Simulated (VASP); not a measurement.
The system is AlN.

```
Al N
1.0
     3.13025    0.00000    0.00000
    -1.56512    2.71087    0.00000
     0.00000    0.00000    5.01799
Al N
2 2
Direct
  0.33333 0.66667 0.99923
  0.66667 0.33333 0.49923
  0.33333 0.66667 0.38077
  0.66667 0.33333 0.88077
```

| Item | Value |
| --- | --- |
| Program | VASP 6.6.1 |
| Task | relaxation of cell and atoms |
| Functional | LDA |
| Potentials or basis | VASP PAW LDA potentials, release 64 (Al, N) |
| Cutoff | 600 eV |
| k mesh | 12 × 12 × 6 |
| Occupations | fermi-dirac, width 0.02 eV |
| Spin | no spin polarisation |

At the start: pressure -7.7 GPa; volume 10.65 Å³/atom.

Where does the relaxation end?

Over 7 steps the energy falls by 10.1 meV/atom and the volume is 10.24 Å³/atom (-3.8 %); space group P6_3mc (No. 186, to 0.1 Å) before and after.

Step by step:
```
step  energy change (eV)  largest force (eV/Å)  pressure (GPa)  volume (Å³)
   1              0.0000                0.0074           -7.71        42.58
   2             -0.0046                0.0231            8.15        39.50
   3             -0.0404                0.0081           -0.06        40.96
   4             -0.0404                0.0084            0.10        40.93
   5             -0.0405                0.0139           -0.10        40.96
   6             -0.0405                0.0138           -0.10        40.96
   7             -0.0405                0.0010           -0.01        40.94
```

Final structure:
```cif
data_structure
_symmetry_space_group_name_H-M 'P 1'
_symmetry_Int_Tables_number 1
_cell_length_a 3.0911
_cell_length_b 3.0911
_cell_length_c 4.9479
_cell_angle_alpha 90.000
_cell_angle_beta 90.000
_cell_angle_gamma 120.000
_cell_volume 40.94
loop_
_atom_site_label
_atom_site_type_symbol
_atom_site_fract_x
_atom_site_fract_y
_atom_site_fract_z
_atom_site_occupancy
Al1 Al 0.33333 0.66667 0.99904 1
Al2 Al 0.66667 0.33333 0.49904 1
N1 N 0.33333 0.66667 0.38096 1
N2 N 0.66667 0.33333 0.88096 1
```
